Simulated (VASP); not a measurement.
# Al3B2As (I4/mmm) in VASP: notebook

Runs on Al3B2As. Level: PBE. Tasks: single point, relaxation of cell and atoms.

Program: VASP 6.6.1. These are calculated values, not measurements. Logs are shortened: lines on timing, memory, paths and dates and some standing lists are left out, and cuts for length are marked.

## (1) The cell of the first run

The structure is tetragonal, space group I4/mmm (No. 139). Conventional cell: a = 3.804 Å, b = 3.804 Å, c = 9.643 Å, α = 90.00°, β = 90.00°, γ = 90.00°. Within 2.6 Å of Al (site symmetry -4m2) lie 4 B at 1.99 Å. Al (site symmetry 4/mmm) has 2 B at 1.84 Å within 2.4 Å. B (site symmetry 4mm) has 5 Al at 1.84 to 1.99 Å within 2.4 Å. Within 3.5 Å of As (site symmetry 4/mmm) lie 12 Al at 2.69 to 3.07 Å and 10 B at 2.98 to 3.26 Å.

## (2) Single point, PBE

Input file INCAR:

```
PREC = Accurate
ENCUT = 520
EDIFF = 1E-6
ISMEAR = 0
SIGMA = 0.1
LREAL = F
LASPH = T
NELM = 100
ALGO = Normal
ISIF = 2
LWAVE = F
LCHARG = T
GGA = PE
LELF = T
LVHAR = T
NBANDS = 19
```

Input file KPOINTS:

```
regular mesh
0
Gamma
  6 6 6
```

Input file POSCAR:

```
Al3B2As
1.0
   -1.9018305000      1.9018305000      4.8214018100
    1.9018305000     -1.9018305000      4.8214018100
    1.9018305000      1.9018305000     -4.8214018100
Al B As
3 2 1
Direct
    0.7500000000      0.2500000000      0.5000000000
    0.5000000000      0.5000000000      0.0000000000
    0.2500000000      0.7500000000      0.5000000000
    0.6907110200      0.6907110200      0.0000000000
    0.3092889800      0.3092889800      0.0000000000
    0.0000000000      0.0000000000      0.0000000000
```

Potentials or basis: VASP PAW PBE potentials, release 64 (Al, B, As).

Command:

```console
$ cat potpaw_PBE.64/Al/POTCAR potpaw_PBE.64/B/POTCAR potpaw_PBE.64/As/POTCAR > POTCAR
$ mpirun -np 1 vasp_std > vasp.out
```

OUTCAR:

```text
PREC = Accurate
   ENCUT = 520
   EDIFF = 1E-6
   ISMEAR = 0
   LREAL = F
   LASPH = T
   NELM = 100
   ISIF = 2
   GGA = PE

 ion  position               nearest neighbor table
   1  0.750  0.250  0.500-   5 1.99   4 1.99   5 1.99   4 1.99   3 2.69   3 2.69   3 2.69   3 2.69
                             2 3.07   6 3.07   2 3.07   2 3.07   6 3.07   6 3.07   6 3.07   2 3.07
   2  0.500  0.500  0.000-   4 1.84   5 1.84   6 2.69   6 2.69   6 2.69   6 2.69   3 3.07   1 3.07
                             3 3.07   1 3.07   3 3.07   3 3.07   1 3.07   1 3.07
   3  0.250  0.750  0.500-   5 1.99   4 1.99   5 1.99   4 1.99   1 2.69   1 2.69   1 2.69   1 2.69
                             2 3.07   6 3.07   2 3.07   6 3.07   6 3.07   2 3.07   6 3.07   2 3.07
   4  0.691  0.691  0.000-   2 1.84   1 1.99   3 1.99   1 1.99   3 1.99
   5  0.309  0.309  0.000-   2 1.84   1 1.99   3 1.99   3 1.99   1 1.99
   6  0.000  0.000  0.000-   2 2.69   2 2.69   2 2.69   2 2.69   3 3.07   1 3.07   3 3.07   3 3.07
                             1 3.07   1 3.07   3 3.07   1 3.07

  LATTYP: Found a body centered tetragonal cell.
 ALAT       =     3.8036610000
 C/A-ratio  =     2.5351374952

  Lattice vectors:

 A1 = (  -1.9018305000,   1.9018305000,   4.8214018100)
 A2 = (   1.9018305000,  -1.9018305000,   4.8214018100)
 A3 = (   1.9018305000,   1.9018305000,  -4.8214018100)

Analysis of symmetry for initial positions (statically):
=====================================================================
 Subroutine PRICEL returns:
 Original cell was already a primitive cell.

 Routine SETGRP: Setting up the symmetry group for a
 body centered tetragonal supercell.

 Subroutine GETGRP returns: Found 16 space group operations
 (whereof 16 operations were pure point group operations)
 out of a pool of 16 trial point group operations.

The static configuration has the point symmetry D_4h.

Analysis of symmetry for dynamics (positions and initial velocities):
=====================================================================
 Subroutine PRICEL returns:
 Original cell was already a primitive cell.

 Routine SETGRP: Setting up the symmetry group for a
 body centered tetragonal supercell.

 Subroutine GETGRP returns: Found 16 space group operations
 (whereof 16 operations were pure point group operations)
 out of a pool of 16 trial point group operations.

The dynamic configuration has the point symmetry D_4h.

 Subroutine INISYM returns: Found 16 space group operations
 (whereof 16 operations are pure point group operations),
 and found     1 'primitive' translations

----------------------------------------------------------------------------------------

[... 104 lines left out ...]
   IBRION =     -1    ionic relax: 0-MD 1-quasi-New 2-CG
   NFREE  =      0    steps in history (QN), initial steepest desc. (CG)
   ISIF   =      2    stress and relaxation
   ISYM   =      2    0-nonsym 1-usesym 2-fastsym
   POTIM  = 0.5000    time-step for ionic-motion
   TEBEG  =    0.0;   TEEND  =   0.0 temperature during run
   PSTRESS=    0.0 pullay stress
   NELECT =      20.0000    total number of electrons
   NUPDOWN=      -1.0000    fix difference up-down
   EMIN   =  10.00;   EMAX   =-10.00  energy-range for DOS
   EFERMI =   0.00;   METHOD = LEGACY
   ISMEAR =     0;   SIGMA  =   0.10  broadening in eV -4-tet -1-fermi 0-gaus
   EFERMI_NEDOS =   21; number of points for ismear=-14 and -15
   IALGO  =     38    algorithm
   IMIX   =      4    mixing-type and parameters
     AMIX     =   0.40;   BMIX     =  1.00
     AMIX_MAG =   1.60;   BMIX_MAG =  1.00
  volume/ion in A,a.u.               =      11.63        78.46
  Fermi-wavevector in a.u.,A,eV,Ry     =   1.079508  2.039974 15.855379  1.165337
  Thomas-Fermi vector in A             =   2.215475
   LORBIT       =      0    0 simple, 1 ext, 2 COOP (PROOUT), +10 PAW based schemes
   GGA     = PE    functional components
   LHFCALC =     F    Hartree Fock is set to
   AEXX    =    0.0000 exact exchange contribution
   IVDW    =     0    specifies the selected vdW correction
   LEPSILON=     F    determine dielectric tensor
   LRPA    =     F    only Hartree local field effects (RPA)
 non-spin polarized calculation
 Gauss-broadening in eV      SIGMA  =   0.10
  energy-cutoff  :      520.00
  volume of cell :       69.76
 maximum number of plane-waves:      1897
 NGX is ok and might be reduce to    42
   NGX = 21   NGY = 21   NGZ = 21

 number of electron      20.0000000 magnetization

 Free energy of the ion-electron system (eV)
  ---------------------------------------------------
  ext. energy  EPLUGINS =         0.00000000
  ---------------------------------------------------
  free energy    TOTEN  =       -23.96879843 eV

  energy without entropy =      -23.95768089  energy(sigma->0) =      -23.96323966

 E-fermi :   8.6520     XC(G=0): -11.2053

 val. band max:        8.5985714769   @ k =   0.5000   0.5000   0.5000
 cond. band min:       8.7019085837   @ k =  -0.1667  -0.3333   0.1667
 fundamental gap:      0.1033371068
 Fermi energy:         8.6519764342

 k-point     1 :       0.0000    0.0000    0.0000
  band No.  band energies     occupation
      1      -5.3707      2.00000
      2      -0.6529      2.00000
      3       1.0631      2.00000
      4       4.1165      2.00000
      5       4.1165      2.00000
      6       4.4842      2.00000
[... 505 lines left out ...]
      6       4.4884      2.00000
[... 11 lines left out ...]
     18      14.8473      0.00000
     19      15.6354      0.00000

 [... further k-points ...]
[... 5 lines left out ...]
  --------------------------------------------------------------------------------------
  -------------------------------------------------------------------------------------
  Total       16.8714401     16.8714401     19.8099148      0.0000000     -0.0000000      0.0000000
  in kB      387.5125772    387.5125772    455.0050906      0.0000000     -0.0000000      0.0000000
  external PRESSURE =     410.0100817 kB  Pullay stress =       0.0000000 kB

 VOLUME and BASIS-vectors are now :
 -----------------------------------------------------------------------------
  energy-cutoff  :      520.00
  volume of cell :       69.76
      direct lattice vectors                 reciprocal lattice vectors
    -1.901830500  1.901830500  4.821401810     0.000000000  0.262904607  0.103704279
     1.901830500 -1.901830500  4.821401810     0.262904607  0.000000000  0.103704279
     1.901830500  1.901830500 -4.821401810     0.262904607  0.262904607  0.000000000

 POSITION                                       TOTAL-FORCE (eV/Angst)
 -----------------------------------------------------------------------------------
      0.00000      1.90183      2.41070         0.000000      0.000000      0.000000
      0.00000      0.00000      4.82140         0.000000      0.000000      0.000000
      1.90183      0.00000      2.41070         0.000000      0.000000      0.000000
      0.00000      0.00000      6.66039        -0.000000     -0.000000      1.683541
      0.00000      0.00000      2.98241        -0.000000     -0.000000     -1.683541
      0.00000      0.00000      0.00000         0.000000      0.000000      0.000000
 -----------------------------------------------------------------------------------
    total drift:                               -0.000000      0.000000      0.000000

  FREE ENERGIE OF THE ION-ELECTRON SYSTEM (eV)
  ---------------------------------------------------
  free  energy   TOTEN  =       -23.9687984319 eV

  energy  without entropy=      -23.9576808880  energy(sigma->0) =      -23.96323966
```

OSZICAR:

```text
N       E                     dE             d eps       ncg     rms          rms(c)
DAV:   1     0.342095372944E+02    0.34210E+02   -0.84886E+03  1140   0.916E+02
DAV:   2    -0.282925615807E+02   -0.62502E+02   -0.59596E+02  1466   0.149E+02
DAV:   3    -0.310561853648E+02   -0.27636E+01   -0.27214E+01  1452   0.273E+01
DAV:   4    -0.310770957232E+02   -0.20910E-01   -0.20863E-01  1499   0.273E+00
DAV:   5    -0.310773269010E+02   -0.23118E-03   -0.23117E-03  1399   0.306E-01    0.125E+01
DAV:   6    -0.242494282115E+02    0.68279E+01   -0.35313E+01  1298   0.252E+01    0.394E+00
DAV:   7    -0.239942266977E+02    0.25520E+00   -0.30269E+00  1290   0.903E+00    0.220E+00
DAV:   8    -0.239774317505E+02    0.16795E-01   -0.30013E-01  1298   0.253E+00    0.101E+00
DAV:   9    -0.239694536604E+02    0.79781E-02   -0.22715E-02  1322   0.770E-01    0.330E-01
DAV:  10    -0.239688026029E+02    0.65106E-03   -0.26766E-03  1300   0.341E-01    0.533E-02
DAV:  11    -0.239687983297E+02    0.42732E-05   -0.22596E-04  1373   0.905E-02    0.398E-02
DAV:  12    -0.239687989231E+02   -0.59341E-06   -0.12527E-05  1346   0.192E-02    0.147E-02
DAV:  13    -0.239687984319E+02    0.49117E-06   -0.40643E-06  1288   0.932E-03
   1 F= -.23968798E+02 E0= -.23963240E+02  d E =-.111175E-01
```

stdout:

```text
POSCAR found type information on POSCAR AlB As
 POSCAR found :  3 types and       6 ions
 scaLAPACK will be used
 LDA part: xc-table for (Slater+PW92), standard interpolation
 POSCAR, INCAR and KPOINTS ok, starting setup
 FFT: planning ... GRIDC
 FFT: planning ... GRID_SOFT
 FFT: planning ... GRID
 WAVECAR not read
 entering main loop
```

Wall time 31 s (1 thread of Intel Xeon 6975P-C (Granite Rapids), shared host); peak memory 0.26 GiB.

What came out:

```yaml
Free_energy: -23.9688 eV
Pressure: 41.0 GPa
Largest_force: 1.684 eV/Å
Band_gap_on_the_k_mesh: zero (band 10 reaches 10.08 eV, above the bottom of band 11 at 7.95 eV)
```

Forces on the atoms (eV/Å):
```
Al   0.000  0.000  0.000
Al   0.000  0.000  0.000
Al   0.000  0.000  0.000
B    0.000  0.000  1.684
B    0.000  0.000 -1.684
As   0.000  0.000  0.000
```

Caveat: the k points lie up to 0.39 Å⁻¹ apart; forces of over 1 eV/Å act on the atoms, so gaps and moduli don't describe the material at rest.

## (3) Single point, PBE

This run uses another cell than the first one, of 15.57 Å³/atom, 1.339 times its volume.

Input file INCAR:

```
ALGO     = Normal         # electronic algorithm
EDIFF    = 1E-6           # SCF threshold, eV
ENCUT    = 520            # plane-wave cutoff, eV
GGA      = PE             # functional
ISIF     = 2              # what is computed and relaxed
ISMEAR   = 0              # smearing method
LASPH    = True           # aspherical terms in the spheres
LCHARG   = False          # write CHGCAR
LREAL    = False          # projectors in reciprocal space
LWAVE    = False          # write WAVECAR
NBANDS   = 19             # bands
NELM     = 60             # most SCF steps
PREC     = Accurate       # precision mode
SIGMA    = 0.1            # smearing width, eV
```

Input file KPOINTS:

```
k-points
0
Gamma
  6 6 6
```

Input file POSCAR:

```
Al3B2As
1.0
   -1.9178039278      1.9178039278      6.3510556105
    1.9178039278     -1.9178039278      6.3510556105
    1.9178039278      1.9178039278     -6.3510556105
Al B As
3 2 1
Direct
    0.7500000000      0.2500000000      0.5000000000
    0.5000000000      0.5000000000      0.0000000000
    0.2500000000      0.7500000000      0.5000000000
    0.6666465502      0.6666465502      0.0000000000
    0.3333534498      0.3333534498      0.0000000000
    0.0000000000      0.0000000000      0.0000000000
```

Potentials or basis: VASP PAW PBE potentials, release 64 (Al, B, As).

Command:

```console
$ cat potpaw_PBE.64/Al/POTCAR potpaw_PBE.64/B/POTCAR potpaw_PBE.64/As/POTCAR > POTCAR
$ mpirun -np 1 vasp_std > vasp.out
```

OUTCAR:

```text
EDIFF = 1E-6
   ENCUT = 520
   GGA = PE
   ISIF = 2
   ISMEAR = 0
   LASPH = True
   LREAL = False
   NELM = 60
   PREC = Accurate

 ion  position               nearest neighbor table
   1  0.750  0.250  0.500-   5 2.19   4 2.19   5 2.19   4 2.19   3 2.71   3 2.71   3 2.71   3 2.71

   2  0.500  0.500  0.000-   4 2.12   5 2.12   6 2.71   6 2.71   6 2.71   6 2.71
   3  0.250  0.750  0.500-   5 2.19   4 2.19   5 2.19   4 2.19   1 2.71   1 2.71   1 2.71   1 2.71

   4  0.667  0.667  0.000-   2 2.12   1 2.19   3 2.19   1 2.19   3 2.19
   5  0.333  0.333  0.000-   2 2.12   1 2.19   3 2.19   3 2.19   1 2.19
   6  0.000  0.000  0.000-   2 2.71   2 2.71   2 2.71   2 2.71

  LATTYP: Found a body centered tetragonal cell.
 ALAT       =     3.8356078556
 C/A-ratio  =     3.3116292643

  Lattice vectors:

 A1 = (  -1.9178039278,   1.9178039278,   6.3510556105)
 A2 = (   1.9178039278,  -1.9178039278,   6.3510556105)
 A3 = (   1.9178039278,   1.9178039278,  -6.3510556105)

Analysis of symmetry for initial positions (statically):
=====================================================================
 Subroutine PRICEL returns:
 Original cell was already a primitive cell.

 Routine SETGRP: Setting up the symmetry group for a
 body centered tetragonal supercell.

 Subroutine GETGRP returns: Found 16 space group operations
 (whereof 16 operations were pure point group operations)
 out of a pool of 16 trial point group operations.

The static configuration has the point symmetry D_4h.

Analysis of symmetry for dynamics (positions and initial velocities):
=====================================================================
 Subroutine PRICEL returns:
 Original cell was already a primitive cell.

 Routine SETGRP: Setting up the symmetry group for a
 body centered tetragonal supercell.

 Subroutine GETGRP returns: Found 16 space group operations
 (whereof 16 operations were pure point group operations)
[... 126 lines left out ...]
   EFERMI_NEDOS =   21; number of points for ismear=-14 and -15
   IALGO  =     38    algorithm
   IMIX   =      4    mixing-type and parameters
     AMIX     =   0.40;   BMIX     =  1.00
     AMIX_MAG =   1.60;   BMIX_MAG =  1.00
  volume/ion in A,a.u.               =      15.57       105.09
  Fermi-wavevector in a.u.,A,eV,Ry     =   0.979295  1.850599 13.048233  0.959018
  Thomas-Fermi vector in A             =   2.110137
   LORBIT       =      0    0 simple, 1 ext, 2 COOP (PROOUT), +10 PAW based schemes
   GGA     = PE    functional components
   LHFCALC =     F    Hartree Fock is set to
   AEXX    =    0.0000 exact exchange contribution
   IVDW    =     0    specifies the selected vdW correction
   LEPSILON=     F    determine dielectric tensor
   LRPA    =     F    only Hartree local field effects (RPA)
 non-spin polarized calculation
 Gauss-broadening in eV      SIGMA  =   0.10
  energy-cutoff  :      520.00
  volume of cell :       93.44
 maximum number of plane-waves:      2531
 NGX is ok and might be reduce to    54
   NGX = 25   NGY = 25   NGZ = 25

 number of electron      20.0000000 magnetization

 Free energy of the ion-electron system (eV)
  ---------------------------------------------------
  ext. energy  EPLUGINS =         0.00000000
  ---------------------------------------------------
  free energy    TOTEN  =       -26.77930074 eV

  energy without entropy =      -26.76194283  energy(sigma->0) =      -26.77062179

 E-fermi :   5.3505     XC(G=0):  -9.9943

 val. band max:        5.3251284262   @ k =   0.5000   0.1667   0.0000
 cond. band min:       5.3728240516   @ k =   0.5000  -0.0000   0.0000
 fundamental gap:      0.0476956255
 Fermi energy:         5.3504724269

 k-point     1 :       0.0000    0.0000    0.0000
  band No.  band energies     occupation
      1      -6.5637      2.00000
      2      -4.4168      2.00000
      3      -1.6532      2.00000
      4       2.1736      2.00000
      5       2.9153      2.00000
      6       2.9153      2.00000
[... 505 lines left out ...]
      6       2.9005      2.00000
[... 11 lines left out ...]
     18      11.9691      0.00000
     19      12.0796      0.00000

 [... further k-points ...]
[... 5 lines left out ...]
  --------------------------------------------------------------------------------------
  -------------------------------------------------------------------------------------
  Total       -0.0051014     -0.0051014      0.0265758      0.0000000     -0.0000000     -0.0000000
  in kB       -0.0874756     -0.0874756      0.4557036      0.0000000     -0.0000000     -0.0000000
  external PRESSURE =       0.0935842 kB  Pullay stress =       0.0000000 kB

 VOLUME and BASIS-vectors are now :
 -----------------------------------------------------------------------------
  energy-cutoff  :      520.00
  volume of cell :       93.44
      direct lattice vectors                 reciprocal lattice vectors
    -1.917803928  1.917803928  6.351055610     0.000000000  0.260714869  0.078727070
     1.917803928 -1.917803928  6.351055610     0.260714869  0.000000000  0.078727070
     1.917803928  1.917803928 -6.351055610     0.260714869  0.260714869  0.000000000

 POSITION                                       TOTAL-FORCE (eV/Angst)
 -----------------------------------------------------------------------------------
     -0.00000      1.91780      3.17553         0.000000      0.000000      0.000000
      0.00000      0.00000      6.35106         0.000000      0.000000      0.000000
      1.91780     -0.00000      3.17553         0.000000      0.000000      0.000000
      0.00000      0.00000      8.46782         0.000000      0.000000      0.001901
      0.00000      0.00000      4.23429        -0.000000     -0.000000     -0.001901
      0.00000      0.00000      0.00000         0.000000      0.000000      0.000000
 -----------------------------------------------------------------------------------
    total drift:                                0.000000      0.000000     -0.000000

  FREE ENERGIE OF THE ION-ELECTRON SYSTEM (eV)
  ---------------------------------------------------
  free  energy   TOTEN  =       -26.7793007446 eV

  energy  without entropy=      -26.7619428267  energy(sigma->0) =      -26.77062179
```

OSZICAR:

```text
N       E                     dE             d eps       ncg     rms          rms(c)
DAV:   1     0.288019452573E+02    0.28802E+02   -0.78441E+03  1140   0.883E+02
DAV:   2    -0.280015435609E+02   -0.56803E+02   -0.53968E+02  1456   0.131E+02
DAV:   3    -0.308329030709E+02   -0.28314E+01   -0.28021E+01  1398   0.262E+01
DAV:   4    -0.308625114423E+02   -0.29608E-01   -0.29585E-01  1500   0.311E+00
DAV:   5    -0.308629307672E+02   -0.41932E-03   -0.41931E-03  1422   0.396E-01    0.935E+00
DAV:   6    -0.274550707028E+02    0.34079E+01   -0.28750E+01  1334   0.192E+01    0.406E+00
DAV:   7    -0.267786382301E+02    0.67643E+00   -0.35816E+00  1331   0.860E+00    0.191E+00
DAV:   8    -0.267869754086E+02   -0.83372E-02   -0.43656E-01  1316   0.285E+00    0.976E-01
DAV:   9    -0.267814669858E+02    0.55084E-02   -0.51663E-02  1412   0.901E-01    0.359E-01
DAV:  10    -0.267797882794E+02    0.16787E-02   -0.18304E-02  1445   0.594E-01    0.115E-01
DAV:  11    -0.267792973261E+02    0.49095E-03   -0.19381E-03  1394   0.228E-01    0.558E-02
DAV:  12    -0.267792989107E+02   -0.15847E-05   -0.27290E-04  1468   0.880E-02    0.169E-02
DAV:  13    -0.267793003940E+02   -0.14833E-05   -0.13063E-05  1309   0.188E-02    0.104E-02
DAV:  14    -0.267793007446E+02   -0.35058E-06   -0.11913E-06   996   0.648E-03
   1 F= -.26779301E+02 E0= -.26770622E+02  d E =-.173579E-01
```

stdout:

```text
POSCAR found type information on POSCAR AlB As
 POSCAR found :  3 types and       6 ions
 scaLAPACK will be used
 LDA part: xc-table for (Slater+PW92), standard interpolation
 POSCAR, INCAR and KPOINTS ok, starting setup
 FFT: planning ... GRIDC
 FFT: planning ... GRID_SOFT
 FFT: planning ... GRID
 WAVECAR not read
 entering main loop
```

Wall time 69 s (1 thread of Intel Xeon 6975P-C (Granite Rapids), shared host); peak memory 0.41 GiB.

What came out:

```
Free energy            : -26.7793 eV
Pressure               : 0.0 GPa
Band gap on the k mesh : zero (band 10 reaches 6.92 eV, above the bottom of band 11 at 4.15 eV)
```

Levels at points of the mesh, in eV from the Fermi level:
```tsv
k point	band 8	band 9	band 10	band 11	band 12	band 13
(0.00, 0.00, 0.00)	-1.60	-1.60	1.57	1.66	1.66	2.24
(0.50, 0.00, 0.00)	-0.81	-0.58	-0.05	0.02	1.16	3.59
(0.50, 0.50, 0.00)	-3.13	-2.32	-1.60	-0.36	0.07	2.54
(0.50, 0.50, 0.50)	-0.53	-0.53	0.59	0.62	0.68	0.68
```

Caveat: the k points lie up to 0.39 Å⁻¹ apart.

(Part 1 of 2 ends here.)
